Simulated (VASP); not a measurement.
# InSb (I-4m2) in VASP: notebook

Runs on InSb. Level: LDA. Tasks: single point.

All numbers are computed with VASP 6.6.1; they aren't measurements. Logs are shortened: lines on timing, memory, paths and dates and some standing lists are left out, and cuts for length are marked.

## Step 1: The cell of the first run

Symmetry: I-4m2, No. 119, tetragonal system. Conventional cell: a = 6.217 Å, b = 6.217 Å, c = 2.937 Å, α = 90.00°, β = 90.00°, γ = 90.00°. Within 3.9 Å of In (site symmetry -4m2) lie 2 In at 2.94 Å and 8 Sb at 3.19 to 3.81 Å. Within 3.9 Å of Sb (site symmetry -4m2) lie 2 Sb at 2.94 Å and 8 In at 3.19 to 3.81 Å.

## Step 2: Single point, LDA

Input file INCAR:

```
SYSTEM = InSb
PREC = Accurate
ENCUT = 500
EDIFF = 1E-6
ISMEAR = 0
SIGMA = 0.15
LREAL = .FALSE.
LASPH = .TRUE.
NELM = 120
ALGO = Normal
ISIF = 2
LWAVE = .FALSE.
LCHARG = .FALSE.
GGA = CA
NBANDS = 16
GGA_COMPAT = .FALSE.
```

Input file KPOINTS:

```
Automatic mesh
0
G
  22 22 22
  0 0 0
```

Input file POSCAR:

```
InSb
1.0
   -3.1086654069      3.1086654069      1.4683490857
    3.1086654069     -3.1086654069      1.4683490857
    3.1086654069      3.1086654069     -1.4683490857
In Sb
1 1
Direct
    0.2500000000      0.7500000000      0.5000000000
    0.0000000000      0.0000000000      0.0000000000
```

Potentials or basis: VASP PAW LDA potentials, release 64 (In_d, Sb).

On the command line:

```sh
> cat potpaw_LDA.64/In_d/POTCAR potpaw_LDA.64/Sb/POTCAR > POTCAR
> mpirun -np 1 vasp_std > vasp.out
```

OUTCAR:

```text
SYSTEM = InSb
   PREC = Accurate
   ENCUT = 500
   EDIFF = 1E-6
   ISMEAR = 0
   LREAL = .FALSE.
   LASPH = .TRUE.
   NELM = 120
   ISIF = 2
   GGA = CA

 ion  position               nearest neighbor table
   1  0.250  0.750  0.500-   2 3.19   2 3.19   2 3.19   2 3.19   2 3.81   2 3.81   2 3.81   2 3.81

   2  0.000  0.000  0.000-   1 3.19   1 3.19   1 3.19   1 3.19   1 3.81   1 3.81   1 3.81   1 3.81

  LATTYP: Found a body centered tetragonal cell.
 ALAT       =     6.2173308138
 C/A-ratio  =     0.4723406650

  Lattice vectors:

 A1 = (  -3.1086654069,   3.1086654069,   1.4683490857)
 A2 = (   3.1086654069,  -3.1086654069,   1.4683490857)
 A3 = (   3.1086654069,   3.1086654069,  -1.4683490857)

Analysis of symmetry for initial positions (statically):
=====================================================================
 Subroutine PRICEL returns:
 Original cell was already a primitive cell.

 Routine SETGRP: Setting up the symmetry group for a
 body centered tetragonal supercell.

 Subroutine GETGRP returns: Found  8 space group operations
 (whereof  8 operations were pure point group operations)
 out of a pool of 16 trial point group operations.

The static configuration has the point symmetry D_2d.

Analysis of symmetry for dynamics (positions and initial velocities):
=====================================================================
 Subroutine PRICEL returns:
 Original cell was already a primitive cell.

 Routine SETGRP: Setting up the symmetry group for a
 body centered tetragonal supercell.

 Subroutine GETGRP returns: Found  8 space group operations
 (whereof  8 operations were pure point group operations)
 out of a pool of 16 trial point group operations.

The dynamic configuration has the point symmetry D_2d.

 Subroutine INISYM returns: Found  8 space group operations
 (whereof  8 operations are pure point group operations),
 and found     1 'primitive' translations

----------------------------------------------------------------------------------------

                                     Primitive cell

  volume of cell :      56.7593

  direct lattice vectors                    reciprocal lattice vectors
    -3.108665407  3.108665407  1.468349086     0.000000000  0.160840726  0.340518481
     3.108665407 -3.108665407  1.468349086     0.160840726  0.000000000  0.340518481
     3.108665407  3.108665407 -1.468349086     0.160840726  0.160840726  0.000000000

  length of vectors
[... 83 lines left out ...]
   LREAL  =      F    real-space projection
   EDIFFG = 0.1E-04   stopping-criterion for IOM
   NSW    =      0    number of steps for IOM
   IBRION =     -1    ionic relax: 0-MD 1-quasi-New 2-CG
   NFREE  =      0    steps in history (QN), initial steepest desc. (CG)
   ISIF   =      2    stress and relaxation
   ISYM   =      2    0-nonsym 1-usesym 2-fastsym
   POTIM  = 0.5000    time-step for ionic-motion
   TEBEG  =    0.0;   TEEND  =   0.0 temperature during run
   PSTRESS=    0.0 pullay stress
   NELECT =      18.0000    total number of electrons
   NUPDOWN=      -1.0000    fix difference up-down
   EMIN   =  10.00;   EMAX   =-10.00  energy-range for DOS
   EFERMI =   0.00;   METHOD = LEGACY
   ISMEAR =     0;   SIGMA  =   0.15  broadening in eV -4-tet -1-fermi 0-gaus
   EFERMI_NEDOS =   21; number of points for ismear=-14 and -15
   IALGO  =     38    algorithm
   IMIX   =      4    mixing-type and parameters
     AMIX     =   0.40;   BMIX     =  1.00
     AMIX_MAG =   1.60;   BMIX_MAG =  1.00
  volume/ion in A,a.u.               =      28.38       191.52
  Fermi-wavevector in a.u.,A,eV,Ry     =   1.116400  2.109690 16.957613  1.246349
  Thomas-Fermi vector in A             =   2.253014
   LORBIT       =      0    0 simple, 1 ext, 2 COOP (PROOUT), +10 PAW based schemes
   GGA     = CA    functional components
   LHFCALC =     F    Hartree Fock is set to
   AEXX    =    0.0000 exact exchange contribution
   IVDW    =     0    specifies the selected vdW correction
   LEPSILON=     F    determine dielectric tensor
   LRPA    =     F    only Hartree local field effects (RPA)
 non-spin polarized calculation
 Gauss-broadening in eV      SIGMA  =   0.15
  energy-cutoff  :      500.00
  volume of cell :       56.76
 maximum number of plane-waves:      1473
 NGX is ok and might be reduce to    36

 number of electron      17.9999996 magnetization

 Free energy of the ion-electron system (eV)
  ---------------------------------------------------
  ext. energy  EPLUGINS =         0.00000000
  ---------------------------------------------------
  free energy    TOTEN  =        -7.89136257 eV

  energy without entropy =       -7.87914780  energy(sigma->0) =       -7.88525518

 E-fermi :   6.7399     XC(G=0): -10.0603

 val. band max:        6.7396998675   @ k =   0.3636   0.0909   0.0000
 cond. band min:       6.7431418871   @ k =  -0.1818  -0.2273   0.1364
 fundamental gap:      0.0034420195
 Fermi energy:         6.7398540954

 k-point     1 :       0.0000    0.0000    0.0000
  band No.  band energies     occupation
      1      -8.0889      2.00000
      2      -7.6230      2.00000
      3      -7.6195      2.00000
      4      -7.4354      2.00000
      5      -7.4354      2.00000
      6      -4.6300      2.00000
[... 433 lines left out ...]
      3      -7.5989      2.00000
      4      -7.5568      2.00000
      5      -7.3442      2.00000
      6      -1.2333      2.00000
[... 8 lines left out ...]
     15      14.8357      0.00000
     16      16.2853      0.00000

 [... further k-points ...]

------------------------ aborting loop because EDIFF is reached ----------------------------------------

  FORCE on cell =-STRESS in cart. coord.  units (eV):
  Direction    XX          YY          ZZ          XY          YZ          ZX
  --------------------------------------------------------------------------------------
  -------------------------------------------------------------------------------------
  Total       -1.9779869     -1.9779869      1.0686998      0.0000000      0.0000000      0.0000000
  in kB      -55.8337398    -55.8337398     30.1667851      0.0000000      0.0000000      0.0000000
  external PRESSURE =     -27.1668982 kB  Pullay stress =       0.0000000 kB

 VOLUME and BASIS-vectors are now :
 -----------------------------------------------------------------------------
  energy-cutoff  :      500.00
  volume of cell :       56.76
      direct lattice vectors                 reciprocal lattice vectors
    -3.108665407  3.108665407  1.468349086     0.000000000  0.160840726  0.340518481
     3.108665407 -3.108665407  1.468349086     0.160840726  0.000000000  0.340518481
     3.108665407  3.108665407 -1.468349086     0.160840726  0.160840726  0.000000000

 POSITION                                       TOTAL-FORCE (eV/Angst)
 -----------------------------------------------------------------------------------
      3.10867      0.00000      0.73417        -0.000000      0.000000     -0.000000
      0.00000      0.00000      0.00000         0.000000     -0.000000      0.000000
 -----------------------------------------------------------------------------------
    total drift:                                0.000000     -0.000000      0.000000

  FREE ENERGIE OF THE ION-ELECTRON SYSTEM (eV)
  ---------------------------------------------------
  free  energy   TOTEN  =        -7.8913625657 eV

  energy  without entropy=       -7.8791477989  energy(sigma->0) =       -7.88525518
```

OSZICAR:

```text
N       E                     dE             d eps       ncg     rms          rms(c)
DAV:   1     0.107045228213E+03    0.10705E+03   -0.79312E+03 26736   0.116E+03
DAV:   2    -0.151308560595E+01   -0.10856E+03   -0.10544E+03 30312   0.289E+02
DAV:   3    -0.777048894696E+01   -0.62574E+01   -0.62146E+01 33664   0.685E+01
DAV:   4    -0.793017023488E+01   -0.15968E+00   -0.15963E+00 32744   0.122E+01
DAV:   5    -0.793902820137E+01   -0.88580E-02   -0.88578E-02 39144   0.254E+00    0.335E+00
DAV:   6    -0.789931704740E+01    0.39711E-01   -0.69785E-02 34984   0.421E+00    0.180E+00
DAV:   7    -0.789219302232E+01    0.71240E-02   -0.16518E-02 35264   0.156E+00    0.400E-01
DAV:   8    -0.789139677329E+01    0.79625E-03   -0.16469E-03 34112   0.505E-01    0.132E-01
DAV:   9    -0.789136313827E+01    0.33635E-04   -0.14604E-04 35296   0.101E-01    0.468E-02
DAV:  10    -0.789136244612E+01    0.69215E-06   -0.11160E-05 38104   0.365E-02    0.192E-02
DAV:  11    -0.789136256568E+01   -0.11956E-06   -0.83450E-07 22080   0.647E-03
   1 F= -.78913626E+01 E0= -.78852552E+01  d E =-.122148E-01
```

Run time: 5.4 min. Hardware: 1 thread of AMD EPYC 9R45 (Zen 5), shared host; peak memory 0.76 GiB.

Results:

| Property | Result |
| --- | --- |
| Free energy | -7.8914 eV |
| Pressure | -2.7 GPa |
| Band gap on the k mesh | zero (bands 9 and 10 overlap by 3.30 eV) |

Caveat: spin-orbit coupling is left out, which moves the levels of the heavy elements.

## Step 3: Single point, LDA

This run uses another cell than the first one, of the same volume but with other edges.

Input file INCAR:

```
SYSTEM = InSb
ALGO     = Normal         ! electronic algorithm
EDIFF    = 1E-6           ! SCF threshold, eV
ENCUT    = 500            ! plane-wave cutoff, eV
GGA      = CA             ! functional
GGA_COMPAT= .FALSE.      
ISIF     = 2              ! what is computed and relaxed
ISMEAR   = 0              ! smearing method
LASPH    = .TRUE.         ! aspherical terms in the spheres
LCHARG   = .TRUE.         ! write CHGCAR
LELF     = .TRUE.         ! ELF
LREAL    = .FALSE.        ! projectors in reciprocal space
LVHAR    = .TRUE.       
LWAVE    = .FALSE.        ! write WAVECAR
NBANDS   = 16             ! bands
NELM     = 120            ! most SCF steps
PREC     = Accurate       ! precision mode
SIGMA    = 0.15           ! smearing width, eV
```

Input file KPOINTS:

```
k-points
0
G
  22 22 22
  0 0 0
```

Input file POSCAR:

```
InSb
1.0
   -2.9850839174      2.9850839174      1.5924440728
    2.9850839174     -2.9850839174      1.5924440728
    2.9850839174      2.9850839174     -1.5924440728
In Sb
1 1
Direct
    0.2500000000      0.7500000000      0.5000000000
    0.0000000000      0.0000000000      0.0000000000
```

Potentials or basis: VASP PAW LDA potentials, release 64 (In_d, Sb).

On the command line:

```sh
> cat potpaw_LDA.64/In_d/POTCAR potpaw_LDA.64/Sb/POTCAR > POTCAR
> mpirun -np 1 vasp_std > vasp.out
```

Wall time 4.8 min (1 thread of Intel Xeon 6975P-C (Granite Rapids), shared host); peak memory 0.78 GiB.

It converged, with:

| Item | Value |
| --- | --- |
| Free energy | -8.0218 eV |
| Pressure | -4.2 GPa |
| Band gap on the k mesh | zero (bands 9 and 10 overlap by 4.10 eV) |

Stress tensor (GPa, compression positive):
```
-4.54  0.00  0.00
 0.00 -4.54  0.00
 0.00  0.00 -3.51
```

Levels at points of the mesh, in eV from the Fermi level:
```tsv
k point	band 7	band 8	band 9	band 10	band 11	band 12
(0.00, 0.00, 0.00)	-3.58	-2.04	-2.04	3.30	4.83	6.11
(0.50, 0.00, 0.00)	-4.78	-2.19	-1.20	-1.09	2.63	2.84
(0.50, 0.50, 0.00)	-7.32	-0.46	1.48	1.60	1.69	4.39
(0.50, 0.50, 0.50)	-5.53	-4.50	-4.50	3.96	6.08	8.48
```

Caveat: the cell stands under tension; spin-orbit coupling is left out, which moves the levels of the heavy elements.
